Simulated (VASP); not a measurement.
Wanted: the native input for a VASP 6.6.1 run.

| Quantity | Value |
| --- | --- |
| Task | relaxation of cell and atoms |
| Functional | PBEsol |
| Dispersion | D3(BJ) |
| Potentials or basis | VASP PAW PBE potentials, release 64 (P) |
| Cutoff | 600 eV |
| k mesh | 18 × 18 × 18 |
| Occupations | gaussian, width 0.1 eV |
| Spin | no spin polarisation |
| Target pressure | 5 GPa |
| Dipole correction | no |
| Further INCAR settings | ALGO = Normal; EDIFF = 1e-07; IBRION = 2; EDIFFG = -0.008; NSW = 70; ISIF = 3 |

The structure of P lies in POSCAR:

```
P
1.0
    2.3627135574      0.0000000000      0.0000000000
    0.0000000000      2.3627135574      0.0000000000
    0.0000000000      0.0000000000      2.3627481135
P
1
Direct
    0.0000000000      0.0000000000      0.0000000000
```

This isn't the form of P at room conditions, which is orthorhombic.

The input as run:

INCAR

```
SYSTEM = P
PREC = Accurate
ENCUT = 600
EDIFF = 1E-7
ISMEAR = 0
SIGMA = 0.1
LREAL = .False.
LASPH = .True.
NELM = 80
ALGO = Normal
ISIF = 3
LWAVE = .False.
LCHARG = .False.
GGA = PS
IVDW = 12
IBRION = 2
NSW = 70
EDIFFG = -0.008
PSTRESS = 50.0
```

KPOINTS

```
Automatic mesh
0
Gamma
  18 18 18
  0 0 0
```

Potentials or basis: VASP PAW PBE potentials, release 64 (P).

Command:

```bash
$ cat potpaw_PBE.64/P/POTCAR > POTCAR
$ mpirun -np 1 vasp_std > vasp.out
```

It gave:

```yaml
Relaxed_volume: 13.22 Å³/atom
Relaxed_cell: a = 2.365 Å, b = 2.365 Å, c = 2.365 Å, α = 90.00°, β = 90.00°, γ = 90.00°
Space_group_after_relaxing_to_0.1_Å: Pm-3m (No. 221)
Energy_change_on_relaxing_the_run_minimises_the_enthalpy: -1.0 meV/atom
Ionic_steps: 3
Pressure_after_relaxing: 5.0 GPa
Band_gap_on_the_k_mesh: zero (an odd number of electrons rules out a gap without spin polarisation)
Dispersion_energy_per_atom: -0.429 eV
```

Caveat: the cell is relaxed towards a set pressure, so the run minimises the enthalpy, not the energy; the PAW data sets were made with another functional, which shifts forces and pressure a little.

Wall time 74 s on 1 thread of Intel(R) Xeon(R) Platinum 8175M CPU @ 2.50GHz (Skylake/Cascade Lake), on a shared host, peak memory 0.17 GiB.
